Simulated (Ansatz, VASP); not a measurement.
# SiC: VASP and Ansatz over several settings

```xyz
4
Lattice="3.0760 0.0000 0.0000 -1.5380 2.6639 0.0000 0.0000 0.0000 5.0480" Properties=species:S:1:pos:R:3 pbc="T T T"
Si    1.5380    0.8880    2.5240
Si    0.0000    1.7759    0.0000
C     1.5380    0.8880    4.4675
C     0.0000    1.7759    1.9435
```

Single points on this cell with VASP 6.6.1 and Ansatz 0.2.0. Each row is one pair of runs. Alike in all rows: spin: off; smearing: fermi-dirac, width 0.05 eV.

```csv
level,k mesh,"VASP's potentials, cutoff","Ansatz's potentials, cutoff","gap on the k mesh at the Fermi level (eV), VASP","gap on the k mesh at the Fermi level (eV), Ansatz","least direct gap on the mesh (eV), VASP","least direct gap on the mesh (eV), Ansatz","pressure (GPa), VASP","pressure (GPa), Ansatz"
"b88 exchange, pbe correlation",10 × 10 × 5,"VASP PAW PBE potentials, release 64 (Si, C), 600 eV","Ansatz PAW, 420 eV",2.48,2.49,4.08,4.09,3.6,3.8
PBE-based screened hybrid,6 × 6 × 3,"VASP PAW PBE potentials, release 64 (Si, C), 520 eV","Ansatz PAW, 420 eV",2.66,2.66,4.51,4.51,1.6,1.8
PBE-based screened hybrid,5 × 5 × 3,"VASP PAW PBE potentials, release 64 (Si, C), 520 eV","Ansatz PAW, 420 eV",3.78,3.78,5.33,5.32,-1.4,-1.0
PBE,7 × 7 × 4,"VASP PAW PBE potentials, release 64 (Si, C), 520 eV","Ansatz PAW, 420 eV",2.63,2.64,4.13,4.14,3.6,3.7
r2SCAN+D4,10 × 10 × 5,"VASP PAW PBE potentials, release 64 (Si, C), 520 eV","Ansatz PAW, 500 eV",2.86,2.85,4.59,4.58,-1.5,-1.3
```

Gap on the k mesh at the fermi level (eV): the two programs differ by at most 0.007; least direct gap on the mesh (eV): the two programs differ by at most 0.008; pressure (GPa): the two programs differ by at most 0.38.

The k mesh is coarse in some rows, so the values compare programs but aren't converged. Noted on Ansatz's runs: odd divisions of the mesh miss points on the zone boundary, where band edges often lie, so the gap on the mesh can be too wide.
